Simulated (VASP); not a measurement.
# BaTe: single point with HSE06

BaTe:

```xyz
2
Lattice="0.0000 3.8554 3.8554 3.8554 0.0000 3.8554 3.8554 3.8554 0.0000" Properties=species:S:1:pos:R:3 pbc="T T T"
Ba    0.0000    0.0000    0.0000
Te    1.9277    1.9277    1.9277
```

This cell differs from its parent crystal: strain -1.5%.

```json
{
 "Program": "VASP 6.6.1",
 "Task": "single point",
 "Functional": "HSE06",
 "Potentials or basis": "VASP PAW PBE potentials, release 64 (Ba_sv, Te)",
 "Cutoff": "400 eV",
 "k mesh": "4 × 4 × 4",
 "Occupations": "gaussian, width 0.01 eV",
 "Spin": "no spin polarisation"
}
```

| Quantity | Value |
| --- | --- |
| Pressure | 1.0 GPa |
| Band gap on the k mesh | 3.36 eV (least direct gap 3.68 eV) |

Levels at points of the mesh, in eV from the valence-band top:
```tsv
k point	band 6	band 7	band 8	band 9	band 10	band 11
(0.00, 0.00, 0.00)	-0.50	-0.50	-0.50	3.36	5.14	5.14
(0.50, 0.00, 0.00)	-0.77	-0.29	-0.29	4.93	5.35	5.35
(0.50, 0.50, 0.00)	-1.10	0.00	0.00	3.68	4.83	6.08
```

Wall time 7.6 min on 1 thread of Intel(R) Xeon(R) Platinum 8488C (Sapphire Rapids) (shared host), peak memory 0.32 GiB.

Caveat: the cell differs from its parent crystal (strain -1.5%); the PAW data sets were made with another functional, which shifts forces and pressure a little; spin-orbit coupling is left out, which moves the levels of the heavy elements. A k mesh can miss the band edges.
